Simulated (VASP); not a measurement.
# BN (I-4m2) in VASP: dielectric tensor with r2SCAN

Aim: the dielectric tensor of BN with r2SCAN.

All numbers are computed with VASP 6.6.1; they aren't measurements. Logs are shortened: lines on timing, memory, paths and dates and some standing lists are left out, and cuts for length are marked.

## Step 1: The cell of the first run

It takes space group I-4m2 (No. 119, tetragonal). The conventional cell has a = 2.552 Å, b = 2.552 Å, c = 3.754 Å, α = 90.00°, β = 90.00°, γ = 90.00°. Within 2.1 Å of B (site symmetry -4m2) lie 4 N at 1.58 Å. N (site symmetry -4m2) has 4 B at 1.58 Å within 2.1 Å.

## Step 2: Dielectric tensor, r2SCAN (uniaxial z strain +4.0%)

The input, INCAR:

```
SYSTEM = BN
PREC = Accurate ; ENCUT = 520
EDIFF = 1E-8 ; ISMEAR = 0
SIGMA = 0.01 ; LREAL = .FALSE.
LASPH = .TRUE. ; NELM = 100
ALGO = Normal ; ISIF = 2
LWAVE = .FALSE. ; LCHARG = .FALSE.
METAGGA = R2SCAN ; LMIXTAU = .TRUE.
LCALCEPS = .TRUE.
```

The input, KPOINTS:

```
Automatic mesh
0
G
  10 10 10
  0 0 0
```

The input, POSCAR:

```
BN
1.0
    0.0000000000      1.8048254650      1.8770184836
    1.8048254650      0.0000000000      1.8770184836
    1.8048254650      1.8048254650      0.0000000000
B N
1 1
Direct
    0.0000000000      0.0000000000      0.0000000000
    0.2500000000      0.2500000000      0.2500000000
```

Potentials or basis: VASP PAW PBE potentials, release 64 (B, N).

Launch:

```bash
> cat potpaw_PBE.64/B/POTCAR potpaw_PBE.64/N/POTCAR > POTCAR
> mpirun -np 1 vasp_std > vasp.out
```

OUTCAR:

```text
SYSTEM = BN
   PREC = Accurate
   ENCUT = 520
   EDIFF = 1E-8
   ISMEAR = 0
   LREAL = .FALSE.
   LASPH = .TRUE.
   NELM = 100
   ISIF = 2
   METAGGA = R2SCAN

 ion  position               nearest neighbor table
   1  0.000  0.000  0.000-   2 1.58   2 1.58   2 1.58   2 1.58
   2  0.250  0.250  0.250-   1 1.58   1 1.58   1 1.58   1 1.58

  LATTYP: Found a body centered tetragonal cell.
 ALAT       =     2.5524086503
 C/A-ratio  =     1.4707821049

  Lattice vectors:

 A1 = (  -1.8048254650,   0.0000000000,   1.8770184836)
 A2 = (   1.8048254650,   0.0000000000,   1.8770184836)
 A3 = (   0.0000000000,   1.8048254650,  -1.8770184836)

Analysis of symmetry for initial positions (statically):
=====================================================================
 Subroutine PRICEL returns:
 Original cell was already a primitive cell.

 Routine SETGRP: Setting up the symmetry group for a
 body centered tetragonal supercell.

 Subroutine GETGRP returns: Found  8 space group operations
 (whereof  8 operations were pure point group operations)
 out of a pool of 16 trial point group operations.

The static configuration has the point symmetry D_2d.

Analysis of symmetry for dynamics (positions and initial velocities):
=====================================================================
 Subroutine PRICEL returns:
 Original cell was already a primitive cell.

 Routine SETGRP: Setting up the symmetry group for a
 body centered tetragonal supercell.

 Subroutine GETGRP returns: Found  8 space group operations
 (whereof  8 operations were pure point group operations)
 out of a pool of 16 trial point group operations.

The dynamic configuration has the point symmetry D_2d.

 Subroutine INISYM returns: Found  8 space group operations
 (whereof  8 operations are pure point group operations),
 and found     1 'primitive' translations

----------------------------------------------------------------------------------------

                                     Primitive cell

  volume of cell :      12.2284

  direct lattice vectors                    reciprocal lattice vectors
     0.000000000  1.804825465  1.877018484    -0.277035098  0.277035098  0.266379902
     1.804825465  0.000000000  1.877018484     0.277035098 -0.277035098  0.266379902
     1.804825465  1.804825465  0.000000000     0.277035098  0.277035098 -0.266379902

  length of vectors
     2.603957248  2.603957248  2.552408650     0.473766972  0.473766972  0.473766972

  position of ions in fractional coordinates (direct lattice)
     0.000000000  0.000000000  0.000000000
     0.250000000  0.250000000  0.250000000

  ion indices of the primitive-cell ions
   primitive index   ion index
                 1           1
                 2           2

----------------------------------------------------------------------------------------

 KPOINTS: Automatic mesh

Automatic generation of k-mesh.
 Grid dimensions read from file:
 generate k-points for:   10   10   10

 Generating k-lattice:

  Cartesian coordinates                     Fractional coordinates (reciprocal lattice)
    -0.027703510  0.027703510  0.026637990     0.100000000 -0.000000000  0.000000000
     0.027703510 -0.027703510  0.026637990    -0.000000000  0.100000000  0.000000000
     0.027703510  0.027703510 -0.026637990     0.000000000  0.000000000  0.100000000

  Length of vectors
     0.047376697  0.047376697  0.047376697

  Shift w.r.t. Gamma in fractional coordinates (k-lattice)
     0.000000000  0.000000000  0.000000000

 Subroutine IBZKPT returns following result:
 ===========================================

 Found    102 irreducible k-points:

 Following reciprocal coordinates:
            Coordinates               Weight
  0.000000  0.000000  0.000000      1.000000
  0.100000 -0.000000  0.000000      8.000000
  0.200000 -0.000000  0.000000      8.000000
  0.300000 -0.000000  0.000000      8.000000
  0.400000 -0.000000  0.000000      8.000000
  0.500000 -0.000000  0.000000      4.000000
[... 16 lines left out ...]
  0.300000  0.300000  0.000000      2.000000
  0.400000  0.300000  0.000000      8.000000
 [... further k-points ...]
   k-points           NKPTS =    102   k-points in BZ     NKDIM =    102   number of bands    NBANDS=      8
   number of dos      NEDOS =    301   number of ions     NIONS =      2
   total plane-waves  NPLWV =   8000
   dimension x,y,z NGX =    20 NGY =   20 NGZ =   20
   dimension x,y,z NGXF=    40 NGYF=   40 NGZF=   40
   ions per type =               1   1
   NGX,Y,Z   is equivalent  to a cutoff of  12.77, 12.77, 13.03 a.u.
   NGXF,Y,Z  is equivalent  to a cutoff of  25.54, 25.54, 26.05 a.u.
 SYSTEM =  BN
   PREC   = accura    normal or accurate (medium, high low for compatibility)
   ISTART =      0    job   : 0-new  1-cont  2-samecut
   ICHARG =      2    charge: 1-file 2-atom 10-const
   ISPIN  =      1    spin polarized calculation?
   LNONCOLLINEAR =      F non collinear calculations
   LSORBIT =      F    spin-orbit coupling
   LASPH  =      T    aspherical Exc in radial PAW
   ENCUT  =  520.0 eV  38.22 Ry    6.18 a.u.   4.84  4.84  4.75*2*pi/ulx,y,z
   NELM   =    100;   NELMIN=  2; NELMDL= -5     # of ELM steps
   EDIFF  = 0.1E-07   stopping-criterion for ELM
   LREAL  =      F    real-space projection
   EDIFFG = 0.1E-06   stopping-criterion for IOM
   NSW    =      0    number of steps for IOM
   IBRION =     -1    ionic relax: 0-MD 1-quasi-New 2-CG
   NFREE  =      0    steps in history (QN), initial steepest desc. (CG)
   ISIF   =      2    stress and relaxation
   ISYM   =      2    0-nonsym 1-usesym 2-fastsym
   POTIM  = 0.5000    time-step for ionic-motion
   TEBEG  =    0.0;   TEEND  =   0.0 temperature during run
   PSTRESS=    0.0 pullay stress
   NELECT =       8.0000    total number of electrons
   NUPDOWN=      -1.0000    fix difference up-down
   EMIN   =  10.00;   EMAX   =-10.00  energy-range for DOS
   EFERMI =   0.00;   METHOD = LEGACY
   ISMEAR =     0;   SIGMA  =   0.01  broadening in eV -4-tet -1-fermi 0-gaus
   EFERMI_NEDOS =   21; number of points for ismear=-14 and -15
   IALGO  =     38    algorithm
   IMIX   =      4    mixing-type and parameters
     AMIX     =   0.40;   BMIX     =  1.00
     AMIX_MAG =   1.60;   BMIX_MAG =  1.00
  volume/ion in A,a.u.               =       6.11        41.26
  Fermi-wavevector in a.u.,A,eV,Ry     =   1.421178  2.685637 27.480329  2.019747
  Thomas-Fermi vector in A             =   2.542015
   LORBIT       =      0    0 simple, 1 ext, 2 COOP (PROOUT), +10 PAW based schemes
   METAGGA = R2SCAN    functional components
   LHFCALC =     F    Hartree Fock is set to
   AEXX    =    0.0000 exact exchange contribution
   IVDW    =     0    specifies the selected vdW correction
   LEPSILON=     F    determine dielectric tensor
   LRPA    =     F    only Hartree local field effects (RPA)
   LRPA       =     F
 non-spin polarized calculation
 Gauss-broadening in eV      SIGMA  =   0.01
  energy-cutoff  :      520.00
  volume of cell :       12.23
 maximum number of plane-waves:       342
   NGX =  9   NGY =  9   NGZ =  9

 number of electron       8.0000000 magnetization

 Free energy of the ion-electron system (eV)
  ---------------------------------------------------
  ext. energy  EPLUGINS =         0.00000000
  ---------------------------------------------------
  free energy    TOTEN  =       -19.12900608 eV

  energy without entropy =      -19.12900608  energy(sigma->0) =      -19.12900608

 E-fermi :   7.0130     XC(G=0): -13.4642

 val. band max:        6.9615162528   @ k =   0.0000   0.0000   0.0000
 cond. band min:   10000.0000000000   @ k =   0.0000   0.0000   0.0000
 fundamental gap:   9993.0384837472
 Fermi energy:         7.0129956634

 k-point     1 :       0.0000    0.0000    0.0000
  band No.  band energies     occupation
      1     -14.0684      2.00000
      2       6.5495      2.00000
      3       6.9613      2.00000
      4       6.9615      2.00000
      5   10000.0000      0.00000
      6   10000.0000      0.00000
      7   10000.0000      0.00000
      8   10000.0000      0.00000
[... 243 lines left out ...]
 k-point    24 :       0.4000    0.3000    0.0000
  band No.  band energies     occupation
      1     -10.4913      2.00000
      2      -0.4056      2.00000
      3       2.4444      2.00000
      4       3.0723      2.00000
      5   10000.0000      0.00000
      6   10000.0000      0.00000
      7   10000.0000      0.00000
      8   10000.0000      0.00000

 [... further k-points ...]

------------------------ aborting loop because EDIFF is reached ----------------------------------------

            Ionic dipole moment: p[ion]=(     4.51206     4.51206     4.69255 ) |e| Angst

 Total electronic dipole moment: p[elc]=(     0.00253     0.00253     0.00513 ) |e| Angst

 MACROSCOPIC STATIC DIELECTRIC TENSOR (including local field effects)
 ------------------------------------------------------
           4.509973     0.000000     0.000000
          -0.000000     4.509973     0.000000
          -0.000000     0.000000     4.702655
 ------------------------------------------------------

 PIEZOELECTRIC TENSOR (including local field effects) (e Angst)
          XX          YY          ZZ          XY          YZ          ZX
  --------------------------------------------------------------------------------
  x     0.00000    -0.00000     0.00000    -0.00000    -0.84565     0.00000
  y    -0.00000     0.00000     0.00000     0.00000     0.00000    -0.84565
  z     0.00000     0.00000     0.00000    -0.82888     0.00000     0.00000

 PIEZOELECTRIC TENSOR (including local field effects) (C/m^2)
          XX          YY          ZZ          XY          YZ          ZX
  --------------------------------------------------------------------------------
  x     0.00000    -0.00000     0.00000    -0.00000    -1.10798     0.00000
  y    -0.00000     0.00000     0.00000     0.00000     0.00000    -1.10798
  z     0.00000     0.00000     0.00000    -1.08601     0.00000     0.00000

 BORN EFFECTIVE CHARGES (including local field effects) (in |e|, cummulative output)
 ---------------------------------------------------------------------------------
 ion    1
    1     2.01215    -0.00000     0.00000
    2     0.00000     2.01215     0.00000
    3     0.00000     0.00000     2.12839
 ion    2
    1    -2.01215     0.00000     0.00000
    2     0.00000    -2.01215     0.00000
    3     0.00000     0.00000    -2.12839

  FORCE on cell =-STRESS in cart. coord.  units (eV):
  Direction    XX          YY          ZZ          XY          YZ          ZX
  --------------------------------------------------------------------------------------
  -------------------------------------------------------------------------------------
  Total       -0.3615806     -0.3615806     -2.3255448      0.0000000      0.0000000      0.0000000
  in kB      -47.3747245    -47.3747245   -304.6957045      0.0000000      0.0000000      0.0000000
  external PRESSURE =    -133.1483845 kB  Pullay stress =       0.0000000 kB

 VOLUME and BASIS-vectors are now :
 -----------------------------------------------------------------------------
  energy-cutoff  :      520.00
  volume of cell :       12.23
      direct lattice vectors                 reciprocal lattice vectors
     0.000000000  1.804825465  1.877018484    -0.277035098  0.277035098  0.266379902
     1.804825465  0.000000000  1.877018484     0.277035098 -0.277035098  0.266379902
     1.804825465  1.804825465  0.000000000     0.277035098  0.277035098 -0.266379902

 POSITION                                       TOTAL-FORCE (eV/Angst)
 -----------------------------------------------------------------------------------
      0.00000      0.00000      0.00000         0.000000      0.000000     -0.000000
      0.90241      0.90241      0.93851        -0.000000     -0.000000      0.000000
 -----------------------------------------------------------------------------------
    total drift:                               -0.000000     -0.000000      0.000001

  FREE ENERGIE OF THE ION-ELECTRON SYSTEM (eV)
  ---------------------------------------------------
  free  energy   TOTEN  =       -19.1290060772 eV

  energy  without entropy=      -19.1290060772  energy(sigma->0) =      -19.12900608
```

It took 21 min on 1 thread of Intel Xeon Platinum 8488C (Sapphire Rapids), shared host; peak memory 0.32 GiB.

What came out:

```yaml
Band_gap_on_the_k_mesh: 4.58 eV (least direct gap 9.14 eV)
Electronic_dielectric_tensor_diagonal: 4.51, 4.51, 4.70
Born_charges_mean_of_the_diagonal: B +2.05; N -2.05 e
```

Levels at points of the mesh, in eV from the valence-band top:
| k point | band 1 | band 2 | band 3 | band 4 | band 5 | band 6 | band 7 | band 8 |
| --- | --- | --- | --- | --- | --- | --- | --- | --- |
| (0.00, 0.00, 0.00) | -21.03 | -0.41 | 0.00 | 0.00 | 9.14 | 9.14 | 9.42 | 10.32 |
| (0.50, 0.00, 0.00) | -16.90 | -10.89 | -2.40 | -1.77 | 9.75 | 11.34 | 11.35 | 15.89 |
| (0.50, 0.50, 0.00) | -15.82 | -9.60 | -4.70 | -4.70 | 5.26 | 10.10 | 18.48 | 18.48 |
| (0.50, 0.00, 0.50) | -15.38 | -9.04 | -5.24 | -5.22 | 4.58 | 9.17 | 18.24 | 18.83 |

Electronic dielectric tensor:
```
4.51 0.00 0.00
0.00 4.51 0.00
0.00 0.00 4.70
```

Born effective charge tensors (e):
atom 1, B
```
2.01 0.00 0.00
0.00 2.01 0.00
0.00 0.00 2.13
```
atom 2, N
```
-2.01  0.00  0.00
 0.00 -2.01  0.00
 0.00  0.00 -2.13
```

Dipole moments of the cell (e·Å, modulo the quantum): ionic 4.512, 4.512, 4.693; electronic 0.003, 0.003, 0.005

Caveat: the cell differs from its parent crystal (uniaxial z strain +4.0%); the PAW data sets were made with another functional, which shifts forces and pressure a little. A k mesh can miss the band edges.

The gap in the log of VASP goes by the Fermi energy; the results here count the filled bands.